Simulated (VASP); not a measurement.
Sc2AlAs3: relaxation of cell and atoms with PBE

The system is Sc2AlAs3.

```
CELL_PARAMETERS angstrom
4.28698 0.00000 0.00000
0.00000 4.28698 0.00000
0.00000 0.00000 7.90173
ATOMIC_POSITIONS crystal
Sc 0.50000 0.50000 0.20816
Sc 0.50000 0.50000 0.79184
Al 0.00000 0.00000 0.00000
As 0.50000 0.00000 0.00000
As 0.00000 0.50000 0.00000
As 0.50000 0.50000 0.50000
```

The cell was generated, and may not be a known phase.

```json
{
 "Program": "VASP 6.6.1",
 "Task": "relaxation of cell and atoms",
 "Functional": "PBE",
 "Potentials or basis": "VASP PAW PBE potentials, release 64 (Sc_sv, Al, As)",
 "Cutoff": "600 eV",
 "k mesh": "4 × 4 × 2",
 "Occupations": "gaussian, width 0.1 eV",
 "Spin": "no spin polarisation",
 "Dipole correction": "no",
 "Further INCAR settings": "ALGO = Normal; EDIFF = 1e-06; IBRION = 2; EDIFFG = -0.04; NSW = 90; ISIF = 3"
}
```

| Item | Value |
| --- | --- |
| Relaxed volume | 32.72 Å³/atom |
| Relaxed cell | a = 4.967 Å, b = 4.967 Å, c = 7.956 Å, α = 90.00°, β = 90.00°, γ = 90.00° |
| Space group after relaxing (to 0.1 Å) | P4/mmm (No. 123) |
| Energy gained by relaxing | 613.7 meV/atom |
| Ionic steps | 9 |
| Pressure after relaxing | 0.0 GPa |
| Largest force after relaxing | 0.023 eV/Å |
| Band gap on the k mesh | zero (bands 20 and 21 overlap by 0.26 eV) |

Forces in eV/Å, atoms in the order of the input:
```
Sc   0.000  0.000  0.023
Sc   0.000  0.000 -0.023
Al   0.000  0.000  0.000
As   0.000  0.000  0.000
As   0.000  0.000  0.000
As   0.000  0.000  0.000
```

Stress tensor (GPa, compression positive):
```
 0.00  0.00  0.00
 0.00  0.00  0.00
 0.00  0.00 -0.14
```

The path:
```csv
step,energy change (eV),largest force (eV/Å),pressure (GPa),volume (Å³)
1,0.0000,2.0369,23.24,145.22
2,-2.7233,0.1779,-5.27,231.91
3,-3.2506,0.5772,-0.57,198.53
4,-3.2522,0.5390,-1.03,200.76
5,-3.6288,0.6855,-0.78,200.44
6,-3.6351,0.7267,-0.71,200.33
7,-3.6786,0.2403,0.01,196.28
8,-3.6812,0.0827,0.25,195.06
9,-3.6823,0.0230,-0.05,196.31
```

Final structure:
```yaml
crystal:
  lattice:
    - [4.96725, 0.00000, 0.00000]
    - [0.00000, 4.96725, 0.00000]
    - [0.00000, 0.00000, 7.95629]
  atoms:
    - { symbol: Sc, position: [0.50000, 0.50000, 0.18878] }
    - { symbol: Sc, position: [0.50000, 0.50000, 0.81122] }
    - { symbol: Al, position: [0.00000, 0.00000, 0.00000] }
    - { symbol: As, position: [0.50000, 0.00000, 0.00000] }
    - { symbol: As, position: [0.00000, 0.50000, 0.00000] }
    - { symbol: As, position: [0.50000, 0.50000, 0.50000] }
```

Levels at points of the mesh, in eV from the Fermi level:
```csv
k point,band 17,band 18,band 19,band 20,band 21,band 22,band 23,band 24
"(0.00, 0.00, 0.00)",-1.41,-1.24,-1.24,0.12,0.12,0.50,0.90,1.75
"(0.50, 0.00, 0.00)",-2.47,-1.35,-1.09,0.02,0.76,1.39,1.54,1.65
"(0.50, 0.50, 0.00)",-0.91,-0.91,-0.67,-0.28,0.00,1.11,1.57,1.69
"(0.00, 0.00, 0.50)",-1.32,-1.14,-1.14,-0.15,-0.15,0.87,0.90,1.73
"(0.50, 0.00, 0.50)",-2.56,-1.43,-0.73,-0.07,0.66,1.32,1.37,1.52
"(0.50, 0.50, 0.50)",-0.66,-0.61,-0.61,-0.33,0.00,0.94,0.94,1.57
```

It took 4.3 min on 1 thread of Intel(R) Xeon(R) 6975P-C (Granite Rapids) (shared host), peak memory 0.31 GiB.

Caveat: the k points lie up to 0.39 Å⁻¹ apart in the final cell; the volume moved by over 15 % at a fixed basis, so the end points are rough; semilocal functionals underestimate gaps, and a narrow one can read as zero.
